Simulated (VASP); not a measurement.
# CdSe (f.blda) (F-43m) in VASP: single point with LDA

Aim: the single point of CdSe (f.blda) with LDA.

Program: VASP 6.6.1. These are calculated values, not measurements. Logs are shortened: lines on timing, memory, paths and dates and some standing lists are left out, and cuts for length are marked.

### 1 The cell of the first run

It takes space group F-43m (No. 216, cubic). Conventional cell: a = 6.100 Å, b = 6.100 Å, c = 6.100 Å, α = 90.00°, β = 90.00°, γ = 90.00°. Within 3.5 Å of Cd (site symmetry -43m) lie 4 Se at 2.64 Å. Se (site symmetry -43m) has 4 Cd at 2.64 Å within 3.5 Å.

### 2 Single point, LDA

Input file INCAR:

```
SYSTEM = CdSe
ALGO = Normal
EDIFF = 1E-6
ENCUT = 500
GGA_COMPAT = .False.
ISIF = 2
ISMEAR = 0
LASPH = .True.
LCHARG = .True.
LELF = .True.
LREAL = .False.
LVHAR = .True.
LWAVE = .False.
NBANDS = 16
NELM = 120
PREC = Accurate
SIGMA = 0.1
```

Input file KPOINTS:

```
k-points
0
Gamma
  6 6 6
  0 0 0
```

Input file POSCAR:

```
CdSe
1.0
    0.0000000000      3.0500000000      3.0500000000
    3.0500000000      0.0000000000      3.0500000000
    3.0500000000      3.0500000000      0.0000000000
Cd Se
1 1
Direct
    0.0000000000      0.0000000000      0.0000000000
    0.2500000000      0.2500000000      0.2500000000
```

Potentials or basis: VASP PAW LDA potentials, release 64 (Cd, Se).

Command:

```sh
$ cat potpaw_LDA.64/Cd/POTCAR potpaw_LDA.64/Se/POTCAR > POTCAR
$ mpirun -np 1 vasp_std > vasp.out
```

OUTCAR:

```text
SYSTEM = CdSe
   EDIFF = 1E-6
   ENCUT = 500
   ISIF = 2
   ISMEAR = 0
   LASPH = .True.
   LREAL = .False.
   NELM = 120
   PREC = Accurate

 ion  position               nearest neighbor table
   1  0.000  0.000  0.000-   2 2.64   2 2.64   2 2.64   2 2.64
   2  0.250  0.250  0.250-   1 2.64   1 2.64   1 2.64   1 2.64

  LATTYP: Found a face centered cubic cell.
 ALAT       =     6.1000000000

  Lattice vectors:

 A1 = (   0.0000000000,   3.0500000000,   3.0500000000)
 A2 = (   3.0500000000,   0.0000000000,   3.0500000000)
 A3 = (   3.0500000000,   3.0500000000,   0.0000000000)

Analysis of symmetry for initial positions (statically):
=====================================================================
 Subroutine PRICEL returns:
 Original cell was already a primitive cell.

 Routine SETGRP: Setting up the symmetry group for a
 face centered cubic supercell.

 Subroutine GETGRP returns: Found 24 space group operations
 (whereof 24 operations were pure point group operations)
 out of a pool of 48 trial point group operations.

The static configuration has the point symmetry T_d .

Analysis of symmetry for dynamics (positions and initial velocities):
=====================================================================
 Subroutine PRICEL returns:
 Original cell was already a primitive cell.

 Routine SETGRP: Setting up the symmetry group for a
 face centered cubic supercell.

 Subroutine GETGRP returns: Found 24 space group operations
 (whereof 24 operations were pure point group operations)
 out of a pool of 48 trial point group operations.

The dynamic configuration has the point symmetry T_d .

 Subroutine INISYM returns: Found 24 space group operations
 (whereof 24 operations are pure point group operations),
 and found     1 'primitive' translations

----------------------------------------------------------------------------------------

                                     Primitive cell

  volume of cell :      56.7452

  direct lattice vectors                    reciprocal lattice vectors
     0.000000000  3.050000000  3.050000000    -0.163934426  0.163934426  0.163934426
     3.050000000  0.000000000  3.050000000     0.163934426 -0.163934426  0.163934426
     3.050000000  3.050000000  0.000000000     0.163934426  0.163934426 -0.163934426

  length of vectors
     4.313351365  4.313351365  4.313351365     0.283942755  0.283942755  0.283942755

  position of ions in fractional coordinates (direct lattice)
     0.000000000  0.000000000  0.000000000
     0.250000000  0.250000000  0.250000000

  ion indices of the primitive-cell ions
   primitive index   ion index
                 1           1
                 2           2

----------------------------------------------------------------------------------------

 KPOINTS: k-points

Automatic generation of k-mesh.
 Grid dimensions read from file:
 generate k-points for:    6    6    6

 Generating k-lattice:

  Cartesian coordinates                     Fractional coordinates (reciprocal lattice)
    -0.027322404  0.027322404  0.027322404     0.166666667  0.000000000  0.000000000
     0.027322404 -0.027322404  0.027322404     0.000000000  0.166666667  0.000000000
     0.027322404  0.027322404 -0.027322404     0.000000000  0.000000000  0.166666667

  Length of vectors
     0.047323793  0.047323793  0.047323793

  Shift w.r.t. Gamma in fractional coordinates (k-lattice)
     0.000000000  0.000000000  0.000000000

 Subroutine IBZKPT returns following result:
 ===========================================

 Found     16 irreducible k-points:

 Following reciprocal coordinates:
            Coordinates               Weight
  0.000000  0.000000  0.000000      1.000000
  0.166667  0.000000  0.000000      8.000000
  0.333333  0.000000  0.000000      8.000000
  0.500000  0.000000  0.000000      4.000000
  0.166667  0.166667  0.000000      6.000000
  0.333333  0.166667  0.000000     24.000000
[... 8 lines left out ...]
 -0.333333  0.333333  0.166667     24.000000
 -0.333333  0.500000  0.166667     12.000000
   k-points           NKPTS =     16   k-points in BZ     NKDIM =     16   number of bands    NBANDS=     16
   number of dos      NEDOS =    301   number of ions     NIONS =      2
   total plane-waves  NPLWV =  32768
   dimension x,y,z NGX =    32 NGY =   32 NGZ =   32
   dimension x,y,z NGXF=    64 NGYF=   64 NGZF=   64
   ions per type =               1   1
   NGX,Y,Z   is equivalent  to a cutoff of  12.33, 12.33, 12.33 a.u.
   NGXF,Y,Z  is equivalent  to a cutoff of  24.67, 24.67, 24.67 a.u.
 SYSTEM =  CdSe
   PREC   = accura    normal or accurate (medium, high low for compatibility)
   ISTART =      0    job   : 0-new  1-cont  2-samecut
   ICHARG =      2    charge: 1-file 2-atom 10-const
   ISPIN  =      1    spin polarized calculation?
   LNONCOLLINEAR =      F non collinear calculations
   LSORBIT =      F    spin-orbit coupling
   LASPH  =      T    aspherical Exc in radial PAW
   ENCUT  =  500.0 eV  36.75 Ry    6.06 a.u.   7.86  7.86  7.86*2*pi/ulx,y,z
   NELM   =    120;   NELMIN=  2; NELMDL= -5     # of ELM steps
   EDIFF  = 0.1E-05   stopping-criterion for ELM
   LREAL  =      F    real-space projection
   EDIFFG = 0.1E-04   stopping-criterion for IOM
   NSW    =      0    number of steps for IOM
   IBRION =     -1    ionic relax: 0-MD 1-quasi-New 2-CG
   NFREE  =      0    steps in history (QN), initial steepest desc. (CG)
   ISIF   =      2    stress and relaxation
   ISYM   =      2    0-nonsym 1-usesym 2-fastsym
   POTIM  = 0.5000    time-step for ionic-motion
   TEBEG  =    0.0;   TEEND  =   0.0 temperature during run
   PSTRESS=    0.0 pullay stress
   NELECT =      18.0000    total number of electrons
   NUPDOWN=      -1.0000    fix difference up-down
   EMIN   =  10.00;   EMAX   =-10.00  energy-range for DOS
   EFERMI =   0.00;   METHOD = LEGACY
   ISMEAR =     0;   SIGMA  =   0.10  broadening in eV -4-tet -1-fermi 0-gaus
   EFERMI_NEDOS =   21; number of points for ismear=-14 and -15
   IALGO  =     38    algorithm
   IMIX   =      4    mixing-type and parameters
     AMIX     =   0.40;   BMIX     =  1.00
     AMIX_MAG =   1.60;   BMIX_MAG =  1.00
  volume/ion in A,a.u.               =      28.37       191.47
  Fermi-wavevector in a.u.,A,eV,Ry     =   1.116493  2.109865 16.960419  1.246556
  Thomas-Fermi vector in A             =   2.253107
   LORBIT       =      0    0 simple, 1 ext, 2 COOP (PROOUT), +10 PAW based schemes
   GGA     = CA    functional components
   LHFCALC =     F    Hartree Fock is set to
   AEXX    =    0.0000 exact exchange contribution
   IVDW    =     0    specifies the selected vdW correction
   LEPSILON=     F    determine dielectric tensor
   LRPA    =     F    only Hartree local field effects (RPA)
 non-spin polarized calculation
 Gauss-broadening in eV      SIGMA  =   0.10
  energy-cutoff  :      500.00
  volume of cell :       56.75
 maximum number of plane-waves:      1459
   NGX = 15   NGY = 15   NGZ = 15

 number of electron      18.0000002 magnetization

 Free energy of the ion-electron system (eV)
  ---------------------------------------------------
  ext. energy  EPLUGINS =         0.00000000
  ---------------------------------------------------
  free energy    TOTEN  =        -6.74394461 eV

  energy without entropy =       -6.74389712  energy(sigma->0) =       -6.74392086

 E-fermi :   0.9299     XC(G=0):  -9.2512

 val. band max:        0.7446135752   @ k =   0.0000   0.0000   0.0000
 cond. band min:       1.0869264069   @ k =   0.0000   0.0000   0.0000
 fundamental gap:      0.3423128316
 Fermi energy:         0.9298904004

 k-point     1 :       0.0000    0.0000    0.0000
  band No.  band energies     occupation
      1     -11.8526      2.00000
      2      -7.1805      2.00000
      3      -7.1805      2.00000
      4      -7.1805      2.00000
      5      -6.8108      2.00000
      6      -6.8108      2.00000
[... 8 lines left out ...]
     15      11.8117      0.00000
     16      11.8117      0.00000

 k-point     2 :       0.1667    0.0000    0.0000
  band No.  band energies     occupation
      1     -11.7609      2.00000
      2      -7.1520      2.00000
      3      -7.1520      2.00000
      4      -7.0953      2.00000
      5      -6.8118      2.00000
      6      -6.8118      2.00000
[... 8 lines left out ...]
     15      10.7756      0.00000
     16      10.9825      0.00000

 k-point     3 :       0.3333    0.0000    0.0000
  band No.  band energies     occupation
      1     -11.5743      2.00000
      2      -7.1047      2.00000
      3      -7.1047      2.00000
      4      -6.8013      2.00000
      5      -6.8013      2.00000
      6      -6.8008      2.00000
[... 8 lines left out ...]
     15      11.1946      0.00000
     16      11.1946      0.00000

 k-point     4 :       0.5000    0.0000    0.0000
  band No.  band energies     occupation
      1     -11.4801      2.00000
      2      -7.0878      2.00000
      3      -7.0878      2.00000
      4      -6.7877      2.00000
      5      -6.7877      2.00000
      6      -6.5252      2.00000
[... 8 lines left out ...]
     15      12.7702      0.00000
     16      12.7702      0.00000
[... 172 lines left out ...]
 k-point    14 :       0.5000    0.3333    0.1667
  band No.  band energies     occupation
      1     -11.4537      2.00000
      2      -7.0370      2.00000
      3      -7.0286      2.00000
      4      -6.8798      2.00000
      5      -6.7850      2.00000
      6      -6.5801      2.00000
[... 8 lines left out ...]
     15      12.6907      0.00000
     16      13.7550      0.00000

 k-point    15 :      -0.3333    0.3333    0.1667
  band No.  band energies     occupation
      1     -11.3931      2.00000
      2      -7.0308      2.00000
      3      -7.0023      2.00000
      4      -6.8436      2.00000
      5      -6.8003      2.00000
      6      -6.3916      2.00000
[... 8 lines left out ...]
     15      12.4531      0.00000
     16      13.6726      0.00000

 k-point    16 :      -0.3333    0.5000    0.1667
  band No.  band energies     occupation
      1     -11.3635      2.00000
      2      -6.9970      2.00000
      3      -6.9773      2.00000
      4      -6.8745      2.00000
      5      -6.7837      2.00000
      6      -6.3667      2.00000
[... 8 lines left out ...]
     15      13.3772      0.00000
     16      13.6218      0.00000

------------------------ aborting loop because EDIFF is reached ----------------------------------------

  FORCE on cell =-STRESS in cart. coord.  units (eV):
  Direction    XX          YY          ZZ          XY          YZ          ZX
  --------------------------------------------------------------------------------------
  -------------------------------------------------------------------------------------
  Total       -0.6983193     -0.6983193     -0.6983193      0.0000000      0.0000000      0.0000000
  in kB      -19.7167393    -19.7167393    -19.7167393      0.0000000      0.0000000      0.0000000
  external PRESSURE =     -19.7167393 kB  Pullay stress =       0.0000000 kB

 VOLUME and BASIS-vectors are now :
 -----------------------------------------------------------------------------
  energy-cutoff  :      500.00
  volume of cell :       56.75
      direct lattice vectors                 reciprocal lattice vectors
     0.000000000  3.050000000  3.050000000    -0.163934426  0.163934426  0.163934426
     3.050000000  0.000000000  3.050000000     0.163934426 -0.163934426  0.163934426
     3.050000000  3.050000000  0.000000000     0.163934426  0.163934426 -0.163934426

 POSITION                                       TOTAL-FORCE (eV/Angst)
 -----------------------------------------------------------------------------------
      0.00000      0.00000      0.00000         0.000000     -0.000000      0.000000
      1.52500      1.52500      1.52500        -0.000000      0.000000     -0.000000
 -----------------------------------------------------------------------------------
    total drift:                                0.000000      0.000000     -0.000000

  FREE ENERGIE OF THE ION-ELECTRON SYSTEM (eV)
  ---------------------------------------------------
  free  energy   TOTEN  =        -6.7439446091 eV

  energy  without entropy=       -6.7438971187  energy(sigma->0) =       -6.74392086
```

Run time: 12 s. Hardware: 1 thread of Intel Xeon 6975P-C (Granite Rapids), shared host; peak memory 0.15 GiB.

Results:

```yaml
Free_energy: -6.7439 eV
Pressure: -2.0 GPa
Band_gap_on_the_k_mesh: 0.34 eV, direct
```

Levels at points of the mesh, in eV from the valence-band top:
| k point | band 7 | band 8 | band 9 | band 10 | band 11 | band 12 |
| --- | --- | --- | --- | --- | --- | --- |
| (0.00, 0.00, 0.00) | 0.00 | 0.00 | 0.00 | 0.34 | 5.79 | 5.79 |
| (0.50, 0.00, 0.00) | -4.43 | -0.75 | -0.75 | 2.18 | 6.31 | 6.31 |
| (0.50, 0.50, 0.00) | -4.13 | -1.86 | -1.86 | 2.95 | 3.60 | 8.84 |
